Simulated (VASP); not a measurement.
**Al: single point with PBE+D3(BJ)**

Al:

```
CELL_PARAMETERS angstrom
2.78471 0.00000 0.00000
-1.39236 2.41163 0.00000
0.00000 0.00000 9.59362
ATOMIC_POSITIONS crystal
Al 0.00000 0.00000 0.00000
Al 0.33333 0.66667 0.25000
Al 0.00000 0.00000 0.50000
Al 0.66667 0.33333 0.75000
```

This isn't the form of Al at room conditions, which is fcc.

```yaml
Program: VASP 6.6.1
Task: single point
Functional: PBE
Dispersion: D3(BJ)
Potentials_or_basis: VASP PAW PBE potentials, release 64 (Al)
Cutoff: 520 eV
k_mesh: 18 × 18 × 6
Occupations: gaussian, width 0.15 eV
Spin: no spin polarisation
Dipole_correction: no
Further_INCAR_settings: ALGO = Fast; EDIFF = 1e-06; NBANDS = 14
```

The pressure is -1.0 GPa. The band gap on the k mesh is zero (bands 6 and 7 overlap by 4.65 eV) and the dispersion energy per atom is -0.345 eV.

Stress tensor (GPa, compression positive):
```
 0.14  0.00  0.00
 0.00  0.14  0.00
 0.00  0.00 -3.37
```

Levels at points of the mesh, in eV from the Fermi level:
```csv
k point,band 2,band 3,band 4,band 5,band 6,band 7,band 8,band 9,band 10,band 11
"(0.00, 0.00, 0.00)",-9.70,-9.69,-5.05,-4.94,2.52,2.53,11.51,11.71,11.71,11.79
"(0.50, 0.00, 0.00)",-5.07,-3.88,-3.86,-3.20,-3.17,0.82,0.92,1.23,1.31,6.38
"(0.00, 0.00, 0.50)",-10.89,-7.72,-7.72,-1.57,-1.57,7.19,7.19,12.02,12.02,12.03
"(0.50, 0.00, 0.50)",-4.75,-4.67,-4.67,-1.89,-1.89,-1.23,-1.23,4.16,4.16,4.44
```

It took 98 s on 1 thread of Intel Xeon 8259CL, with other jobs on the host, peak memory 0.26 GiB.
